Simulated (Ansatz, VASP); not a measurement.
**One calculation of W3S8, two programs**

```
W S
1.0
     3.18775   -5.52134    0.00000
     6.37549    0.00000    0.00000
     3.18775   -1.84045    7.47445
W S
3 8
Direct
  0.99172 0.01452 0.00205
  0.51452 0.49172 0.00205
  0.99172 0.49172 0.00205
  0.09834 0.59834 0.20499
  0.59825 0.59127 0.21223
  0.09127 0.09825 0.21223
  0.59825 0.09825 0.21223
  0.23362 0.73362 0.79913
  0.73827 0.73165 0.79181
  0.23165 0.23827 0.79181
  0.73827 0.23827 0.79181
```

Change from the starting cell: W vacancy (site a), charge +0, atoms relaxed at the host's cell, started again with a moment of 0 muB.

Alike in both runs: functional PBE; k mesh 3 × 3 × 3; occupations gaussian, width 0.01 eV; no spin polarisation.

Ansatz relaxed the structure, and its values are those at the end. VASP's run is a single point on that final structure, the one shown.

|  | VASP | Ansatz |
| --- | --- | --- |
| version | VASP 6.6.1 | Ansatz 0.2.0 |
| potentials or method | VASP PAW PBE potentials, release 64 (W_sv, S), cutoff 520 eV | scalar-relativistic, plane waves, PAW |
| valence electrons in the cell | 90 | 90 |

|  | VASP | Ansatz | Ansatz less VASP |
| --- | --- | --- | --- |
| gap on the k mesh at the Fermi level (eV) | none | none | - |
| rms of the force components (eV/Å) | 0.004 | 0.002 | -0.0025 |

A gap of «none» marks a metal or a gap that the smearing closes.

The k mesh is coarse, so the values compare programs but aren't converged. Spin-orbit coupling is off throughout.
